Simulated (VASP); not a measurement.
# Al (a cell with a defect) in VASP: further runs

Runs on Al (a cell with a defect). Level: PBE. Tasks: single point.

Everything below comes from runs of VASP 6.6.1. Logs are shortened: lines on timing, memory, paths and dates and some standing lists are left out, and cuts for length are marked.

## 1. The cell of the first run

The cell holds a defect, 33 atoms: a = 8.105 Å, b = 8.105 Å, c = 8.105 Å, α = 90.00°, β = 90.00°, γ = 90.00°.

## 2. Single point, PBE

The input, INCAR:

```
SYSTEM = Al
PREC = Accurate
ENCUT = 520
EDIFF = 1E-6
ISMEAR = 0
SIGMA = 0.1
LREAL = Auto
LASPH = .TRUE.
NELM = 80
ALGO = Normal
ISIF = 2
LWAVE = .FALSE.
LCHARG = .FALSE.
GGA = PE
NBANDS = 72
```

The input, KPOINTS:

```
regular mesh
0
G
  2 2 2
  0 0 0
```

The input, POSCAR:

```
Al
1.0
    8.1048400000      0.0000000000      0.0000000000
    0.0000000000      8.1048400000      0.0000000000
    0.0000000000      0.0000000000      8.1048400000
Al
33
Direct
    0.5002506913      0.0025545969      0.0003654486
    0.7474435331      0.2498433720      0.0003757884
    0.7537101627     -0.0037433021      0.2535968163
   -0.0001551480      0.0149641916     -0.0007838282
    0.2525721641      0.2498557367      0.0003568873
    0.5002410283      0.4974168357      0.0003555937
    0.7350607783      0.7500770664     -0.0007790080
    0.2467638590     -0.0031705648      0.2530222249
    0.5002789786      0.2498298058      0.2474015725
    0.7533815269      0.5034464440      0.2532688388
    0.4995677953      0.0149722556      0.4996897915
    0.7350489869      0.2502360788      0.4997022103
    0.7527415517     -0.0027773198      0.7470454303
   -0.0001588735      0.4849276941     -0.0007988590
    0.2650938306      0.7500780201     -0.0007965332
   -0.0001359759      0.2502373243      0.2350441958
    0.2470810640      0.5028854357      0.2527099009
    0.4995664633      0.7500689466      0.2350481194
    0.0003676343      0.0596563776      0.5005624370
    0.2651018441      0.2502344013      0.4996876763
    0.4995647175      0.4849222678      0.4996800298
    0.6897755709      0.7497802502      0.5005626474
    0.2476936533     -0.0022479644      0.7475836968
    0.5002405842      0.2498556389      0.7525022923
    0.7524417748      0.5025027679      0.7473530829
    0.0003779070      0.7497731107      0.1888058946
    0.0003651641      0.4417743568      0.5005648512
    0.3076553392      0.7497852440      0.5005689948
   -0.0001303732      0.2502241596      0.7650867414
    0.2479750887      0.5019921804      0.7478688377
    0.4995832603      0.7500621443      0.7650843434
    0.0003657126      0.7497858351      0.8066849450
   -0.0016970946      0.7509478122      0.4970408392
```

Potentials or basis: VASP PAW PBE potentials, release 64 (Al).

The run is started by

```sh
> cat potpaw_PBE.64/Al/POTCAR > POTCAR
> mpirun -np 1 vasp_std > vasp.out
```

OUTCAR:

```text
SYSTEM = Al
   PREC = Accurate
   ENCUT = 520
   EDIFF = 1E-6
   ISMEAR = 0
   LREAL = Auto
   LASPH = .TRUE.
   NELM = 80
   ISIF = 2
   GGA = PE

 ion  position               nearest neighbor table
   1  0.500  0.003  0.000-  18 2.79   7 2.79  15 2.80  31 2.80   9 2.83   2 2.83   5 2.84  24 2.84
                            23 2.90  13 2.90   8 2.90   3 2.90
   2  0.747  0.250  0.000-  16 2.79   4 2.79  14 2.80  29 2.80   9 2.83   1 2.83   6 2.84  24 2.84
                            25 2.90  13 2.90  10 2.90   3 2.90
   3  0.754  0.996  0.254-  12 2.87  16 2.87  11 2.87  18 2.87   4 2.87   7 2.87  26 2.87  22 2.87
                            19 2.88   1 2.90   2 2.90   9 2.91
   4  1.000  0.015  0.999-  26 2.64  32 2.66  29 2.69  16 2.70   2 2.79   5 2.80  13 2.87  23 2.87
                             3 2.87   8 2.87   7 3.04  15 3.04
   5  0.253  0.250  0.000-  16 2.80   4 2.80  14 2.80  29 2.80   9 2.84   1 2.84   6 2.84  24 2.84
                            30 2.89  23 2.89  17 2.90   8 2.90
   6  0.500  0.497  0.000-  18 2.79   7 2.80  15 2.80  31 2.80   9 2.83   2 2.84   5 2.84  24 2.84
                            30 2.89  25 2.90  17 2.90  10 2.90
   7  0.735  0.750  0.999-  26 2.64  32 2.66  31 2.69  18 2.70   1 2.79   6 2.80  13 2.87  25 2.87
                             3 2.87  10 2.87   4 3.04  14 3.04
   8  0.247  0.997  0.253-  11 2.87  18 2.87  20 2.87  16 2.87  15 2.87   4 2.87  26 2.88  19 2.88
                            28 2.88   5 2.90   1 2.90   9 2.90
   9  0.500  0.250  0.247-  12 2.79  11 2.79  21 2.79  20 2.80   2 2.83   1 2.83   6 2.83   5 2.84
[... 32 lines left out ...]
                            32 2.88  24 2.89   6 2.90   2 2.90
  26  0.000  0.750  0.189-  33 2.50  15 2.64  14 2.64   4 2.64   7 2.64   3 2.87  10 2.88   8 2.88
                            17 2.88  32 3.10
  27  0.000  0.442  0.501-  33 2.51  29 2.65  20 2.65  12 2.65  16 2.65  10 2.88  17 2.88  25 2.88
                            30 2.88  19 3.10
  28  0.308  0.750  0.501-  33 2.51  31 2.65  21 2.65  11 2.65  18 2.66   8 2.88  17 2.88  23 2.88
                            30 2.88  22 3.10
  29  1.000  0.250  0.765-  19 2.64  27 2.65  14 2.69   4 2.69   2 2.80   5 2.80  25 2.87  30 2.87
                            13 2.87  23 2.87  12 3.04  20 3.04
  30  0.248  0.502  0.748-  15 2.87  14 2.87  31 2.87  21 2.87  29 2.87  20 2.87  27 2.88  28 2.88
                            32 2.88  24 2.89   5 2.89   6 2.89
  31  0.500  0.750  0.765-  22 2.64  28 2.65  15 2.69   7 2.69   1 2.80   6 2.80  23 2.87  30 2.87
                            13 2.87  25 2.87  11 3.04  21 3.04
  32  0.000  0.750  0.807-  33 2.51  15 2.65  14 2.65   4 2.66   7 2.66  13 2.88  25 2.88  23 2.88
                            30 2.88  26 3.10
  33  0.998  0.751  0.497-  26 2.50  22 2.50  19 2.50  27 2.51  28 2.51  32 2.51

  LATTYP: Found a simple cubic cell.
 ALAT       =     8.1048400000

  Lattice vectors:

 A1 = (   8.1048400000,   0.0000000000,   0.0000000000)
 A2 = (   0.0000000000,   8.1048400000,   0.0000000000)
 A3 = (   0.0000000000,   0.0000000000,   8.1048400000)

Analysis of symmetry for initial positions (statically):
=====================================================================
 Subroutine PRICEL returns:
 Original cell was already a primitive cell.

 Routine SETGRP: Setting up the symmetry group for a
 simple cubic supercell.

 Subroutine GETGRP returns: Found  1 space group operations
 (whereof  1 operations were pure point group operations)
 out of a pool of 48 trial point group operations.

The static configuration has the point symmetry C_1 .

Analysis of symmetry for dynamics (positions and initial velocities):
=====================================================================
 Subroutine PRICEL returns:
 Original cell was already a primitive cell.

 Routine SETGRP: Setting up the symmetry group for a
 simple cubic supercell.

 Subroutine GETGRP returns: Found  1 space group operations
 (whereof  1 operations were pure point group operations)
 out of a pool of 48 trial point group operations.

The dynamic configuration has the point symmetry C_1 .

 Subroutine INISYM returns: Found  1 space group operations
 (whereof  1 operations are pure point group operations),
 and found     1 'primitive' translations

----------------------------------------------------------------------------------------

                                     Primitive cell

  volume of cell :     532.3942

  direct lattice vectors                    reciprocal lattice vectors
     8.104840000  0.000000000  0.000000000     0.123383065  0.000000000  0.000000000
     0.000000000  8.104840000  0.000000000     0.000000000  0.123383065  0.000000000
     0.000000000  0.000000000  8.104840000     0.000000000  0.000000000  0.123383065
[... 86 lines left out ...]
     0.061691532  0.000000000  0.000000000     0.500000000  0.000000000  0.000000000
     0.000000000  0.061691532  0.000000000     0.000000000  0.500000000  0.000000000
     0.000000000  0.000000000  0.061691532     0.000000000  0.000000000  0.500000000

  Length of vectors
     0.061691532  0.061691532  0.061691532

  Shift w.r.t. Gamma in fractional coordinates (k-lattice)
     0.000000000  0.000000000  0.000000000

 Subroutine IBZKPT returns following result:
 ===========================================

 Found      8 irreducible k-points:

 Following reciprocal coordinates:
            Coordinates               Weight
  0.000000  0.000000  0.000000      1.000000
  0.500000  0.000000  0.000000      1.000000
  0.000000  0.500000  0.000000      1.000000
  0.000000  0.000000  0.500000      1.000000
  0.500000  0.500000  0.000000      1.000000
  0.000000  0.500000  0.500000      1.000000
  0.500000  0.000000  0.500000      1.000000
  0.500000  0.500000  0.500000      1.000000
   k-points           NKPTS =      8   k-points in BZ     NKDIM =      8   number of bands    NBANDS=     72
   number of dos      NEDOS =    301   number of ions     NIONS =     33
   total plane-waves  NPLWV = 216000
   dimension x,y,z NGX =    60 NGY =   60 NGZ =   60
   dimension x,y,z NGXF=   120 NGYF=  120 NGZF=  120
   ions per type =              33
   NGX,Y,Z   is equivalent  to a cutoff of  12.31, 12.31, 12.31 a.u.
   NGXF,Y,Z  is equivalent  to a cutoff of  24.61, 24.61, 24.61 a.u.
 SYSTEM =  Al
   PREC   = accura    normal or accurate (medium, high low for compatibility)
   ISTART =      0    job   : 0-new  1-cont  2-samecut
   ICHARG =      2    charge: 1-file 2-atom 10-const
   ISPIN  =      1    spin polarized calculation?
   LNONCOLLINEAR =      F non collinear calculations
   LSORBIT =      F    spin-orbit coupling
   LASPH  =      T    aspherical Exc in radial PAW
   ENCUT  =  520.0 eV  38.22 Ry    6.18 a.u.  15.07 15.07 15.07*2*pi/ulx,y,z
   NELM   =     80;   NELMIN=  2; NELMDL= -5     # of ELM steps
   EDIFF  = 0.1E-05   stopping-criterion for ELM
   LREAL  =      T    real-space projection
   EDIFFG = 0.1E-04   stopping-criterion for IOM
   NSW    =      0    number of steps for IOM
   IBRION =     -1    ionic relax: 0-MD 1-quasi-New 2-CG
   NFREE  =      0    steps in history (QN), initial steepest desc. (CG)
   ISIF   =      2    stress and relaxation
   ISYM   =      2    0-nonsym 1-usesym 2-fastsym
   POTIM  = 0.5000    time-step for ionic-motion
   TEBEG  =    0.0;   TEEND  =   0.0 temperature during run
   PSTRESS=    0.0 pullay stress
   NELECT =      99.0000    total number of electrons
   NUPDOWN=      -1.0000    fix difference up-down
   EMIN   =  10.00;   EMAX   =-10.00  energy-range for DOS
   EFERMI =   0.00;   METHOD = LEGACY
   ISMEAR =     0;   SIGMA  =   0.10  broadening in eV -4-tet -1-fermi 0-gaus
   EFERMI_NEDOS =   21; number of points for ismear=-14 and -15
   IALGO  =     38    algorithm
   IMIX   =      4    mixing-type and parameters
     AMIX     =   0.40;   BMIX     =  1.00
     AMIX_MAG =   1.60;   BMIX_MAG =  1.00
  volume/ion in A,a.u.               =      16.13       108.87
  Fermi-wavevector in a.u.,A,eV,Ry     =   0.934420  1.765798 11.879800  0.873141
  Thomas-Fermi vector in A             =   2.061223
   LORBIT       =      0    0 simple, 1 ext, 2 COOP (PROOUT), +10 PAW based schemes
   GGA     = PE    functional components
   LHFCALC =     F    Hartree Fock is set to
   AEXX    =    0.0000 exact exchange contribution
   IVDW    =     0    specifies the selected vdW correction
   LEPSILON=     F    determine dielectric tensor
   LRPA    =     F    only Hartree local field effects (RPA)
 non-spin polarized calculation
 Gauss-broadening in eV      SIGMA  =   0.10
  energy-cutoff  :      520.00
  volume of cell :      532.39
 maximum number of plane-waves:     14400
   NGX = 31   NGY = 31   NGZ = 31

 number of electron      99.0000000 magnetization

 Free energy of the ion-electron system (eV)
  ---------------------------------------------------
  ext. energy  EPLUGINS =         0.00000000
  ---------------------------------------------------
  free energy    TOTEN  =      -121.63559073 eV

  energy without entropy =     -121.59892763  energy(sigma->0) =     -121.61725918

 E-fermi :   7.8596     XC(G=0): -10.2653

 val. band max:        7.8407546362   @ k =   0.5000   0.5000   0.5000
 cond. band min:       7.9449060402   @ k =   0.0000   0.0000   0.5000
 fundamental gap:      0.1041514040
 Fermi energy:         7.8596210868

 k-point     1 :       0.0000    0.0000    0.0000
  band No.  band energies     occupation
      1      -3.0885      2.00000
      2      -1.1084      2.00000
      3      -1.1082      2.00000
      4      -0.7719      2.00000
      5      -0.7027      2.00000
      6      -0.7026      2.00000
[... 501 lines left out ...]
     60      11.1391      0.00000
     61      11.1391      0.00000
 [bands above 61 left out]

------------------------ aborting loop because EDIFF is reached ----------------------------------------

  FORCE on cell =-STRESS in cart. coord.  units (eV):
  Direction    XX          YY          ZZ          XY          YZ          ZX
  --------------------------------------------------------------------------------------
  -------------------------------------------------------------------------------------
  Total       14.9749446     14.9715573     14.9857323     -0.0025330      0.0010642     -0.0018156
  in kB       45.0653211     45.0551274     45.0977854     -0.0076226      0.0032025     -0.0054639
  external PRESSURE =      45.0727446 kB  Pullay stress =       0.0000000 kB

 VOLUME and BASIS-vectors are now :
 -----------------------------------------------------------------------------
  energy-cutoff  :      520.00
  volume of cell :      532.39
      direct lattice vectors                 reciprocal lattice vectors
     8.104840000  0.000000000  0.000000000     0.123383065  0.000000000  0.000000000
     0.000000000  8.104840000  0.000000000     0.000000000  0.123383065  0.000000000
     0.000000000  0.000000000  8.104840000     0.000000000  0.000000000  0.123383065

 POSITION                                       TOTAL-FORCE (eV/Angst)
 -----------------------------------------------------------------------------------
      4.05445      0.02070      0.00296        -0.001050      0.013196     -0.002541
      6.05791      2.02494      0.00305        -0.013708      0.000707     -0.002404
      6.10870      8.07450      2.05536        -0.003921      0.002536     -0.005089
      8.10358      0.12128      8.09849         0.001009     -0.014088      0.002013
      2.04706      2.02504      0.00289         0.014958      0.000270     -0.001434
      4.05437      4.03148      0.00288        -0.001065     -0.014238     -0.001847
[... 25 lines left out ...]
      0.00296      6.07689      6.53805         0.002485     -0.001962      0.010164
      8.09109      6.08631      4.02844        -0.003944      0.001710     -0.003955
 -----------------------------------------------------------------------------------
    total drift:                               -0.011702      0.012897     -0.021592

  FREE ENERGIE OF THE ION-ELECTRON SYSTEM (eV)
  ---------------------------------------------------
  free  energy   TOTEN  =      -121.6355907320 eV

  energy  without entropy=     -121.5989276309  energy(sigma->0) =     -121.61725918
```

It took 2.5 min on 1 thread of Intel Xeon 6975P-C (Granite Rapids), shared host; peak memory 0.55 GiB.

What came out:

- Free energy: -121.6356 eV
- Pressure: 4.5 GPa
- Largest force: 0.018 eV/Å
- Band gap on the k mesh: zero (an odd number of electrons rules out a gap without spin polarisation)

Forces on the atoms (eV/Å):
```
Al  -0.001  0.013 -0.003
Al  -0.014  0.001 -0.002
Al  -0.004  0.003 -0.005
Al   0.001 -0.014  0.002
Al   0.015  0.000 -0.001
Al  -0.001 -0.014 -0.002
Al   0.014 -0.002  0.001
Al   0.000  0.003 -0.006
Al  -0.001  0.001 -0.014
Al  -0.003  0.001 -0.006
Al   0.002 -0.015  0.002
Al   0.017 -0.002  0.002
Al  -0.002  0.001 -0.003
Al   0.001  0.012  0.002
Al  -0.012 -0.001  0.002
Al   0.001 -0.002  0.017
Al  -0.002  0.001 -0.003
Al   0.001 -0.001  0.016
Al   0.002  0.003  0.004
Al  -0.014  0.000  0.002
Al   0.002  0.014  0.001
Al  -0.001  0.000  0.004
Al  -0.004  0.000 -0.005
Al  -0.001  0.000  0.016
Al  -0.001  0.003 -0.005
Al   0.001 -0.001 -0.002
Al   0.000 -0.004  0.003
Al   0.008  0.000  0.002
Al   0.001  0.000 -0.013
Al  -0.003  0.002 -0.004
Al   0.000  0.000 -0.012
Al   0.002 -0.002  0.010
Al  -0.004  0.002 -0.004
```

Caveat: the k points lie up to 0.39 Å⁻¹ apart, too coarse for converged energies and pressures of a metal.

## 3. Single point, PBE

The input, INCAR:

```
SYSTEM = Al
PREC     = Accurate       ! precision mode
ENCUT    = 520            ! plane-wave cutoff, eV
EDIFF    = 1E-6           ! SCF threshold, eV
ISMEAR   = 0              ! smearing method
SIGMA    = 0.1            ! smearing width, eV
LREAL    = Auto         
LASPH    = .TRUE.         ! aspherical terms in the spheres
NELM     = 60             ! most SCF steps
ALGO     = Normal         ! electronic algorithm
ISIF     = 2              ! what is computed and relaxed
LWAVE    = .FALSE.        ! write WAVECAR
LCHARG   = .FALSE.        ! write CHGCAR
GGA      = PE             ! functional
NBANDS   = 72             ! bands
```

KPOINTS is that of step 2.

The input, POSCAR:

```
Al
1.0
    8.1048400000      0.0000000000      0.0000000000
    0.0000000000      8.1048400000      0.0000000000
    0.0000000000      0.0000000000      8.1048400000
Al
33
Direct
    0.4998019920      0.0000511592      0.0029078081
    0.7527609489      0.2530458698     -0.0026468198
    0.7472307697      0.0000475745      0.2500252248
   -0.0001657770      0.0001050605      0.0151501685
    0.2467482247      0.2531490919     -0.0028205474
    0.4999708175      0.5001052811      0.0151371582
    0.7528093494      0.7470957798     -0.0026792209
    0.2525315709      0.0000403765      0.2499957725
    0.4998191336      0.2474127757      0.2500137957
    0.7349494427      0.5000876646      0.2506857977
    0.4998246753      0.0000402499      0.4976094521
    0.7522543670      0.2524578230      0.5026977350
    0.7349485582      0.0001003918      0.7504100769
   -0.0002086863      0.5000419240      0.0604932974
    0.2466808498      0.7469735675     -0.0028453012
   -0.0000963088      0.2351298784      0.2506854433
    0.2648076654      0.5000639308      0.2506692558
    0.4998132268      0.7527132793      0.2500265720
   -0.0000598009      0.0000948514      0.4852908256
    0.2473306455      0.2525978010      0.5027963258
    0.4999969457      0.5000528824      0.4852789285
    0.7522821443      0.7476468210      0.5027669721
    0.2648114399      0.0000961563      0.7503086481
    0.4999891133      0.2351264943      0.7503585127
    0.6911494416      0.5000379870      0.7499389241
   -0.0001209768      0.7649867842      0.2506932089
   -0.0001831887      0.5000320780      0.4424666352
    0.2472843714      0.7474884439      0.5028572217
   -0.0001899035      0.1911491478      0.7499384544
    0.3091823515      0.5000300470      0.7499067852
    0.4999824885      0.7649867022      0.7504096644
   -0.0001962112      0.8091882093      0.7499499595
    0.0002526296      0.5002065160      0.7518920750
```

Potentials or basis: VASP PAW PBE potentials, release 64 (Al).

The run is started by

```sh
> cat potpaw_PBE.64/Al/POTCAR > POTCAR
> mpirun -np 1 vasp_std > vasp.out
```

It took 2.3 min on 1 thread of Intel Xeon 6975P-C (Granite Rapids), shared host; peak memory 0.55 GiB.

Results (log left out):

```yaml
Free_energy: -121.6358 eV
Pressure: 4.5 GPa
Largest_force: 0.008 eV/Å
Band_gap_on_the_k_mesh: zero (an odd number of electrons rules out a gap without spin polarisation)
```

Forces on the atoms (eV/Å):
```
Al  -0.001  0.000  0.004
Al   0.004  0.001  0.001
Al  -0.006  0.000  0.001
Al   0.001  0.000 -0.006
Al   0.002  0.000  0.003
Al  -0.002 -0.001 -0.006
Al   0.004 -0.002  0.001
Al   0.006  0.000  0.000
Al   0.000 -0.006  0.000
Al   0.002  0.000 -0.001
Al   0.000  0.000 -0.008
Al   0.005  0.003  0.005
Al   0.002  0.000  0.000
Al  -0.002  0.000 -0.005
Al   0.003 -0.001  0.003
Al  -0.001  0.002 -0.002
Al  -0.002  0.000 -0.001
Al   0.001  0.005  0.000
Al  -0.002  0.000  0.000
Al   0.000  0.003  0.005
Al  -0.002  0.001  0.001
Al   0.005 -0.003  0.005
Al  -0.004  0.000  0.000
Al  -0.002  0.003  0.000
Al   0.004  0.001 -0.004
Al   0.000 -0.002 -0.001
Al  -0.002  0.000  0.003
Al   0.000 -0.002  0.005
Al  -0.004  0.005 -0.002
Al  -0.007  0.000 -0.003
Al  -0.002 -0.003  0.000
Al  -0.002 -0.007 -0.003
Al   0.001  0.000  0.006
```

Levels at points of the mesh, in eV from the Fermi level:
```tsv
k point	band 47	band 48	band 49	band 50	band 51	band 52
(0.00, 0.00, 0.00)	-0.11	0.34	0.60	0.60	0.60	0.88
(0.50, 0.00, 0.00)	-0.28	-0.27	-0.27	-0.16	0.08	0.32
(0.00, 0.50, 0.00)	-0.28	-0.27	-0.27	-0.16	0.08	0.32
(0.00, 0.00, 0.50)	-0.28	-0.27	-0.27	-0.16	0.08	0.32
(0.50, 0.50, 0.00)	-0.40	-0.28	0.61	0.61	0.85	0.98
(0.00, 0.50, 0.50)	-0.40	-0.28	0.61	0.61	0.85	0.98
(0.50, 0.00, 0.50)	-0.40	-0.28	0.61	0.61	0.85	0.98
(0.50, 0.50, 0.50)	-0.61	-0.61	-0.61	-0.47	-0.47	-0.46
```

Caveat: the k points lie up to 0.39 Å⁻¹ apart, too coarse for converged energies and pressures of a metal.

(Continued in part 2 of 2.)

The gap in the log of VASP goes by the Fermi energy; the results here count the filled bands.